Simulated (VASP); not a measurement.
# GaN (F-43m) in VASP: further runs, part 2 of 2

VASP 6.6.1. Earlier steps stand in the parts before.

**3. Single point, PBE**

This run uses another cell than the first one, of 11.76 Å³/atom, 1.064 times its volume.

Contents of INCAR:

```
SYSTEM = GaN
  PREC = Accurate
  ENCUT = 520
  EDIFF = 1E-6
  ISMEAR = 0
  SIGMA = 0.01
  LREAL = .FALSE.
  LASPH = .TRUE.
  NELM = 80
  ALGO = Normal
  ISIF = 2
  LWAVE = .FALSE.
  LCHARG = .FALSE.
  GGA = PE
  NBANDS = 16
```

Contents of KPOINTS:

```
Automatic mesh
0
G
  8 8 8
  0 0 0
```

Contents of POSCAR:

```
GaN
1.0
    0.0000000000      2.2741788647      2.2741788647
    2.2741788647      0.0000000000      2.2741788647
    2.2741788647      2.2741788647      0.0000000000
Ga N
1 1
Direct
    0.0000000000      0.0000000000      0.0000000000
    0.2500000000      0.2500000000      0.2500000000
```

Potentials or basis: VASP PAW PBE potentials, release 64 (Ga_d, N).

Started as:

```sh
$ cat potpaw_PBE.64/Ga_d/POTCAR potpaw_PBE.64/N/POTCAR > POTCAR
$ mpirun -np 1 vasp_std > vasp.out
```

OUTCAR:

```text
SYSTEM = GaN
   PREC = Accurate
   ENCUT = 520
   EDIFF = 1E-6
   ISMEAR = 0
   LREAL = .FALSE.
   LASPH = .TRUE.
   NELM = 80
   ISIF = 2
   GGA = PE

 ion  position               nearest neighbor table
   1  0.000  0.000  0.000-   2 1.97   2 1.97   2 1.97   2 1.97
   2  0.250  0.250  0.250-   1 1.97   1 1.97   1 1.97   1 1.97

  LATTYP: Found a face centered cubic cell.
 ALAT       =     4.5483577294

  Lattice vectors:

 A1 = (   0.0000000000,   2.2741788647,   2.2741788647)
[... 641 lines left out ...]

------------------------ aborting loop because EDIFF is reached ----------------------------------------

  FORCE on cell =-STRESS in cart. coord.  units (eV):
  Direction    XX          YY          ZZ          XY          YZ          ZX
  --------------------------------------------------------------------------------------
  -------------------------------------------------------------------------------------
  Total        0.0163439      0.0163439      0.0163439     -0.0000000     -0.0000000      0.0000000
  in kB        1.1131740      1.1131740      1.1131740     -0.0000000     -0.0000000      0.0000000
  external PRESSURE =       1.1131740 kB  Pullay stress =       0.0000000 kB

 VOLUME and BASIS-vectors are now :
 -----------------------------------------------------------------------------
  energy-cutoff  :      520.00
  volume of cell :       23.52
      direct lattice vectors                 reciprocal lattice vectors
     0.000000000  2.274178865  2.274178865    -0.219859576  0.219859576  0.219859576
     2.274178865  0.000000000  2.274178865     0.219859576 -0.219859576  0.219859576
     2.274178865  2.274178865  0.000000000     0.219859576  0.219859576 -0.219859576

 POSITION                                       TOTAL-FORCE (eV/Angst)
 -----------------------------------------------------------------------------------
      0.00000      0.00000      0.00000        -0.000000     -0.000000     -0.000000
      1.13709      1.13709      1.13709         0.000000      0.000000      0.000000
 -----------------------------------------------------------------------------------
    total drift:                                0.000002      0.000002      0.000001

  FREE ENERGIE OF THE ION-ELECTRON SYSTEM (eV)
  ---------------------------------------------------
  free  energy   TOTEN  =       -12.1530792434 eV

  energy  without entropy=      -12.1530792434  energy(sigma->0) =      -12.15307924
```

OSZICAR:

```text
N       E                     dE             d eps       ncg     rms          rms(c)
DAV:   1     0.847790010793E+02    0.84779E+02   -0.93647E+03  1016   0.200E+03
DAV:   2    -0.792144609790E+01   -0.92700E+02   -0.86382E+02  1064   0.330E+02
DAV:   3    -0.140417242524E+02   -0.61203E+01   -0.60898E+01  1080   0.715E+01
DAV:   4    -0.141104005633E+02   -0.68676E-01   -0.68672E-01  1144   0.832E+00
DAV:   5    -0.141113034651E+02   -0.90290E-03   -0.90290E-03  1096   0.835E-01    0.762E+00
DAV:   6    -0.121555181710E+02    0.19558E+01   -0.49662E+00  1392   0.389E+01    0.269E+00
DAV:   7    -0.121608849233E+02   -0.53668E-02   -0.30535E-01  1008   0.666E+00    0.176E+00
DAV:   8    -0.121572668248E+02    0.36181E-02   -0.63401E-02  1088   0.320E+00    0.837E-01
DAV:   9    -0.121527605294E+02    0.45063E-02   -0.14039E-02  1384   0.259E+00    0.222E-01
DAV:  10    -0.121531727924E+02   -0.41226E-03   -0.14553E-03  1056   0.497E-01    0.116E-01
DAV:  11    -0.121530741554E+02    0.98637E-04   -0.27581E-04  1360   0.265E-01    0.786E-03
DAV:  12    -0.121530794433E+02   -0.52879E-05   -0.30814E-05  1024   0.517E-02    0.802E-03
DAV:  13    -0.121530792434E+02    0.19990E-06   -0.58972E-07   872   0.135E-02
   1 F= -.12153079E+02 E0= -.12153079E+02  d E =-.430531E-55
```

stdout:

```text
POSCAR found type information on POSCAR GaN
 POSCAR found :  2 types and       2 ions
 scaLAPACK will be used
 LDA part: xc-table for (Slater+PW92), standard interpolation
 POSCAR, INCAR and KPOINTS ok, starting setup
 FFT: planning ... GRIDC
 FFT: planning ... GRID_SOFT
 FFT: planning ... GRID
 WAVECAR not read
 entering main loop
```

Wall time 5.3 s (1 thread of Intel Xeon 6975P-C (Granite Rapids), shared host); peak memory 0.13 GiB.

What came out:

| Item | Value |
| --- | --- |
| Free energy | -12.1531 eV |
| Pressure | 0.1 GPa |
| Band gap on the k mesh | 1.55 eV, direct |

**4. Single point, PBE (volume changed by -3%)**

Contents of INCAR:

```
SYSTEM = GaN
ALGO     = Normal         ! electronic algorithm
EDIFF    = 1E-7           ! SCF threshold, eV
ENCUT    = 520            ! plane-wave cutoff, eV
GGA      = PE             ! functional
ISIF     = 2              ! what is computed and relaxed
ISMEAR   = 0              ! smearing method
LASPH    = .True.         ! aspherical terms in the spheres
LCHARG   = .False.        ! write CHGCAR
LREAL    = .False.        ! projectors in reciprocal space
LWAVE    = .False.        ! write WAVECAR
NBANDS   = 16             ! bands
NELM     = 100            ! most SCF steps
PREC     = Accurate       ! precision mode
SIGMA    = 0.01           ! smearing width, eV
```

Contents of KPOINTS:

```
k-points
0
Gamma
  8 8 8
  0 0 0
```

Contents of POSCAR:

```
GaN
1.0
    0.0000000000      2.2512057904      2.2512057904
    2.2512057904      0.0000000000      2.2512057904
    2.2512057904      2.2512057904      0.0000000000
Ga N
1 1
Direct
    0.0000000000      0.0000000000      0.0000000000
    0.2500000000      0.2500000000      0.2500000000
```

Started as:

```sh
$ cat potpaw_PBE.64/Ga_d/POTCAR potpaw_PBE.64/N/POTCAR > POTCAR
$ mpirun -np 1 vasp_std > vasp.out
```

Run time: 5.6 s. Hardware: 1 thread of Intel Xeon 6975P-C (Granite Rapids), shared host; peak memory 0.13 GiB.

Results (log left out):

```
Free energy            : -12.1404 eV
Pressure               : 5.6 GPa
Band gap on the k mesh : 1.74 eV, direct
```

Levels at points of the mesh, in eV from the valence-band top:
```
           k point  band 5  band 6  band 7  band 8  band 9  band 10  band 11  band 12  band 13  band 14
(0.00, 0.00, 0.00)  -13.12  -13.12    0.00    0.00    0.00     1.74    10.32    10.32    10.32    17.65
(0.50, 0.00, 0.00)  -13.07  -11.88   -7.06   -0.97   -0.97     4.66     8.74    10.38    10.38    15.66
(0.50, 0.50, 0.00)  -13.04  -11.45   -6.14   -2.71   -2.71     3.35     6.68    11.73    13.99    13.99
```

Caveat: the cell differs from its parent crystal (volume changed by -3%).

**5. Overview**

```csv
cell,gap on the mesh (eV),pressure (GPa)
"a = 3.151 Å, angles 60.0°, 2 atoms",1.95,12.2
"a = 3.216 Å, angles 60.0°, 2 atoms",1.55,0.1
"a = 3.184 Å, angles 60.0°, 2 atoms",1.74,5.6
```

Alike in all rows: task single point; level PBE; potentials or basis VASP PAW PBE potentials, release 64 (Ga_d, N); no spin polarisation; k mesh 8 × 8 × 8; cutoff (eV) 520; smearing gaussian 0.01 eV.

Total energies depend on the potentials used, so only differences within one code and one set of settings carry meaning.
